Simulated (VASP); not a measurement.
# Ta (P6_3/mmc) in VASP: further runs, part 2 of 2

VASP 6.6.1. The steps go on from the part before.

## 4. Single point, PBEsol

This run uses another cell than the first one, of the same volume but with other edges.

INCAR reads:

```
PREC     = Accurate       # precision mode
ENCUT    = 520            # plane-wave cutoff, eV
EDIFF    = 1E-7           # SCF threshold, eV
ISMEAR   = 1              # smearing method
SIGMA    = 0.15           # smearing width, eV
LREAL    = False          # projectors in reciprocal space
LASPH    = True           # aspherical terms in the spheres
NELM     = 60             # most SCF steps
ALGO     = Normal         # electronic algorithm
ISIF     = 2              # what is computed and relaxed
LWAVE    = False          # write WAVECAR
LCHARG   = False          # write CHGCAR
GGA      = PS             # functional
NBANDS   = 18             # bands
```

KPOINTS reads:

```
regular mesh
0
Gamma
  14 14 7
```

POSCAR reads:

```
Ta
1.0
    2.9003720700      0.0000000000      0.0000000000
   -1.4501860400      2.5117959000      0.0000000000
    0.0000000000      0.0000000000      5.1662740000
Ta
2
Direct
    0.6666666667      0.3333333333      0.7500000000
    0.3333333333      0.6666666667      0.2500000000
```

Potentials or basis: VASP PAW PBE potentials, release 64 (Ta_pv).

The run is started by

```sh
> cat potpaw_PBE.64/Ta_pv/POTCAR > POTCAR
> mpirun -np 1 vasp_std > vasp.out
```

OUTCAR:

```text
PREC = Accurate
   ENCUT = 520
   EDIFF = 1E-7
   ISMEAR = 1
   LREAL = False
   LASPH = True
   NELM = 60
   ISIF = 2
   GGA = PS

 ion  position               nearest neighbor table
   1  0.667  0.333  0.750-   2 3.08   2 3.08   2 3.08   2 3.08   2 3.08   2 3.08
   2  0.333  0.667  0.250-   1 3.08   1 3.08   1 3.08   1 3.08   1 3.08   1 3.08

  LATTYP: Found a hexagonal cell.
 ALAT       =     2.9003720700
 C/A-ratio  =     1.7812452593

  Lattice vectors:

 A1 = (   2.9003720700,   0.0000000000,   0.0000000000)
 A2 = (  -1.4501860400,   2.5117959000,   0.0000000000)
 A3 = (   0.0000000000,   0.0000000000,   5.1662740000)

Analysis of symmetry for initial positions (statically):
=====================================================================
 Subroutine PRICEL returns:
 Original cell was already a primitive cell.

 Routine SETGRP: Setting up the symmetry group for a
 hexagonal supercell.

 Subroutine GETGRP returns: Found 24 space group operations
 (whereof 12 operations were pure point group operations)
 out of a pool of 24 trial point group operations.

The static configuration has the point symmetry D_3d.
 The point group associated with its full space group is D_6h.

Analysis of symmetry for dynamics (positions and initial velocities):
=====================================================================
 Subroutine PRICEL returns:
 Original cell was already a primitive cell.

 Routine SETGRP: Setting up the symmetry group for a
 hexagonal supercell.

 Subroutine GETGRP returns: Found 24 space group operations
 (whereof 12 operations were pure point group operations)
 out of a pool of 24 trial point group operations.

The dynamic configuration has the point symmetry D_3d.
 The point group associated with its full space group is D_6h.

 Subroutine INISYM returns: Found 24 space group operations
 (whereof 12 operations are pure point group operations),
 and found     1 'primitive' translations

----------------------------------------------------------------------------------------

                                     Primitive cell

  volume of cell :      37.6370

  direct lattice vectors                    reciprocal lattice vectors
     2.900372070  0.000000000  0.000000000     0.344783351  0.199060760  0.000000000
    -1.450186040  2.511795900  0.000000000     0.000000000  0.398121519  0.000000000
     0.000000000  0.000000000  5.166274000     0.000000000  0.000000000  0.193563098

  length of vectors
     2.900372070  2.900372079  5.166274000     0.398121521  0.398121519  0.193563098

  position of ions in fractional coordinates (direct lattice)
     0.666666667  0.333333333  0.750000000
     0.333333333  0.666666667  0.250000000

  ion indices of the primitive-cell ions
   primitive index   ion index
                 1           1
                 2           2

----------------------------------------------------------------------------------------

 KPOINTS: regular mesh

Automatic generation of k-mesh.
 Grid dimensions read from file:
 generate k-points for:   14   14    7

 Generating k-lattice:

  Cartesian coordinates                     Fractional coordinates (reciprocal lattice)
     0.024627382  0.014218626  0.000000000     0.071428571  0.000000000  0.000000000
     0.000000000  0.028437251  0.000000000     0.000000000  0.071428571  0.000000000
     0.000000000  0.000000000  0.027651871     0.000000000  0.000000000  0.142857143

  Length of vectors
     0.028437251  0.028437251  0.027651871

  Shift w.r.t. Gamma in fractional coordinates (k-lattice)
     0.000000000  0.000000000  0.000000000

 Subroutine IBZKPT returns following result:
 ===========================================

 Found     96 irreducible k-points:

 Following reciprocal coordinates:
            Coordinates               Weight
  0.000000  0.000000  0.000000      1.000000
  0.071429 -0.000000  0.000000      6.000000
  0.142857  0.000000  0.000000      6.000000
  0.214286 -0.000000  0.000000      6.000000
  0.285714 -0.000000  0.000000      6.000000
  0.357143 -0.000000  0.000000      6.000000
[... 16 lines left out ...]
  0.285714  0.285714  0.000000      6.000000
  0.357143  0.285714  0.000000      6.000000
 [... further k-points ...]
   k-points           NKPTS =     96   k-points in BZ     NKDIM =     96   number of bands    NBANDS=     18
   number of dos      NEDOS =    301   number of ions     NIONS =      2
   total plane-waves  NPLWV =  23040
   dimension x,y,z NGX =    24 NGY =   24 NGZ =   40
   dimension x,y,z NGXF=    48 NGYF=   48 NGZF=   80
   ions per type =               2
   NGX,Y,Z   is equivalent  to a cutoff of  13.76, 13.76, 12.87 a.u.
   NGXF,Y,Z  is equivalent  to a cutoff of  27.51, 27.51, 25.74 a.u.
 SYSTEM =  unknown system
   PREC   = accura    normal or accurate (medium, high low for compatibility)
   ISTART =      0    job   : 0-new  1-cont  2-samecut
   ICHARG =      2    charge: 1-file 2-atom 10-const
   ISPIN  =      1    spin polarized calculation?
   LNONCOLLINEAR =      F non collinear calculations
   LSORBIT =      F    spin-orbit coupling
   LASPH  =      T    aspherical Exc in radial PAW
   ENCUT  =  520.0 eV  38.22 Ry    6.18 a.u.   5.39  5.39  9.61*2*pi/ulx,y,z
   NELM   =     60;   NELMIN=  2; NELMDL= -5     # of ELM steps
   EDIFF  = 0.1E-06   stopping-criterion for ELM
   LREAL  =      F    real-space projection
   EDIFFG = 0.1E-05   stopping-criterion for IOM
   NSW    =      0    number of steps for IOM
   IBRION =     -1    ionic relax: 0-MD 1-quasi-New 2-CG
   NFREE  =      0    steps in history (QN), initial steepest desc. (CG)
   ISIF   =      2    stress and relaxation
   ISYM   =      2    0-nonsym 1-usesym 2-fastsym
   POTIM  = 0.5000    time-step for ionic-motion
   TEBEG  =    0.0;   TEEND  =   0.0 temperature during run
   PSTRESS=    0.0 pullay stress
   NELECT =      22.0000    total number of electrons
   NUPDOWN=      -1.0000    fix difference up-down
   EMIN   =  10.00;   EMAX   =-10.00  energy-range for DOS
   EFERMI =   0.00;   METHOD = LEGACY
   ISMEAR =     1;   SIGMA  =   0.15  broadening in eV -4-tet -1-fermi 0-gaus
   EFERMI_NEDOS =   21; number of points for ismear=-14 and -15
   IALGO  =     38    algorithm
   IMIX   =      4    mixing-type and parameters
     AMIX     =   0.40;   BMIX     =  1.00
     AMIX_MAG =   1.60;   BMIX_MAG =  1.00
  volume/ion in A,a.u.               =      18.82       126.99
  Fermi-wavevector in a.u.,A,eV,Ry     =   1.368812  2.586680 25.492516  1.873647
  Thomas-Fermi vector in A             =   2.494743
   LORBIT       =      0    0 simple, 1 ext, 2 COOP (PROOUT), +10 PAW based schemes
   GGA     = PS    functional components
   LHFCALC =     F    Hartree Fock is set to
   AEXX    =    0.0000 exact exchange contribution
   IVDW    =     0    specifies the selected vdW correction
   LEPSILON=     F    determine dielectric tensor
   LRPA    =     F    only Hartree local field effects (RPA)
 non-spin polarized calculation
 Methfessel and Paxton  Order N= 1 SIGMA  =   0.15
  energy-cutoff  :      520.00
  volume of cell :       37.64
 maximum number of plane-waves:      1039
 NGX is ok and might be reduce to    24

 number of electron      22.0000003 magnetization

 Free energy of the ion-electron system (eV)
  ---------------------------------------------------
  ext. energy  EPLUGINS =         0.00000000
  ---------------------------------------------------
  free energy    TOTEN  =       -24.48230861 eV

  energy without entropy =      -24.48309481  energy(sigma->0) =      -24.48257068

 E-fermi :   5.3648     XC(G=0): -12.4938

 val. band max:        5.3643213657   @ k =   0.1429   0.0714   0.1429
 cond. band min:       5.3898712606   @ k =   0.3571   0.2143   0.2857
 fundamental gap:      0.0255498949
 Fermi energy:         5.3647893515

 k-point     1 :       0.0000    0.0000    0.0000
  band No.  band energies     occupation
      1     -29.1299      2.00000
      2     -28.3166      2.00000
      3     -28.1964      2.00000
      4     -28.1964      2.00000
      5     -28.1143      2.00000
      6     -28.1143      2.00000
[... 10 lines left out ...]
     17      10.5019      0.00000
     18      10.5019      0.00000
[... 463 lines left out ...]
 k-point    24 :       0.3571    0.2857    0.0000
  band No.  band energies     occupation
      1     -29.0024      2.00000
      2     -28.8995      2.00000
      3     -28.8292      2.00000
      4     -28.7148      2.00000
      5     -28.5901      2.00000
      6     -28.5251      2.00000
[... 10 lines left out ...]
     17      12.6584      0.00000
     18      12.8410      0.00000

 [... further k-points ...]
[... 5 lines left out ...]
  --------------------------------------------------------------------------------------
  -------------------------------------------------------------------------------------
  Total       -1.5780130     -1.5780130     -1.7111867      0.0000000      0.0000000      0.0000000
  in kB      -67.1746895    -67.1746899    -72.8437805      0.0000001      0.0000000      0.0000000
  external PRESSURE =     -69.0643866 kB  Pullay stress =       0.0000000 kB

 VOLUME and BASIS-vectors are now :
 -----------------------------------------------------------------------------
  energy-cutoff  :      520.00
  volume of cell :       37.64
      direct lattice vectors                 reciprocal lattice vectors
     2.900372070  0.000000000  0.000000000     0.344783351  0.199060760  0.000000000
    -1.450186040  2.511795900  0.000000000     0.000000000  0.398121519  0.000000000
     0.000000000  0.000000000  5.166274000     0.000000000  0.000000000  0.193563098

 POSITION                                       TOTAL-FORCE (eV/Angst)
 -----------------------------------------------------------------------------------
      1.45019      0.83727      3.87471        -0.000000      0.000000      0.000000
     -0.00000      1.67453      1.29157         0.000000      0.000000      0.000000
 -----------------------------------------------------------------------------------
    total drift:                               -0.000000      0.000000     -0.000000

  FREE ENERGIE OF THE ION-ELECTRON SYSTEM (eV)
  ---------------------------------------------------
  free  energy   TOTEN  =       -24.4823086121 eV

  energy  without entropy=      -24.4830948134  energy(sigma->0) =      -24.48257068
```

Wall time 75 s (1 thread of Intel Xeon 8259CL, shared host); peak memory 0.2 GiB.

Results:

```
Free energy            : -24.4823 eV
Pressure               : -6.9 GPa
Band gap on the k mesh : zero (bands 11 and 12 overlap by 1.73 eV)
```

Levels at points of the mesh, in eV from the Fermi level:
| k point | band 7 | band 8 | band 9 | band 10 | band 11 | band 12 | band 13 | band 14 | band 15 | band 16 |
| --- | --- | --- | --- | --- | --- | --- | --- | --- | --- | --- |
| (0.00, 0.00, 0.00) | -8.14 | -4.87 | -0.53 | -0.07 | 0.62 | 0.62 | 1.18 | 1.18 | 2.98 | 2.98 |
| (0.50, 0.00, 0.00) | -4.01 | -3.79 | -3.29 | -0.42 | -0.34 | 0.52 | 0.88 | 5.53 | 6.44 | 6.74 |

Caveat: the cell stands under tension; the PAW data sets were made with another functional, which shifts forces and pressure a little; spin-orbit coupling is left out, which moves the levels of the heavy elements.

## 5. The runs side by side

```tsv
cell	gap on the mesh (eV)	pressure (GPa)
a = 2.755, b = 2.755, c = 5.724 Å, angles 90.0, 90.0, 120.0°, 2 atoms	none	-1.5
a = 2.828, b = 2.828, c = 5.435 Å, angles 90.0, 90.0, 120.0°, 2 atoms	none	-5.0
a = 2.900, b = 2.900, c = 5.166 Å, angles 90.0, 90.0, 120.0°, 2 atoms	none	-6.9
```

Alike in all rows: task single point; level PBEsol; potentials or basis VASP PAW PBE potentials, release 64 (Ta_pv); no spin polarisation; k mesh 14 × 14 × 7; cutoff (eV) 520; smearing methfessel-paxton 0.15 eV.

Caveats: the PAW data sets were made with another functional, which shifts forces and pressure a little; spin-orbit coupling is left out, which moves the levels of the heavy elements; the cell stands under tension (at least some runs).

Absolute energies hang on the potentials; compare differences alone.
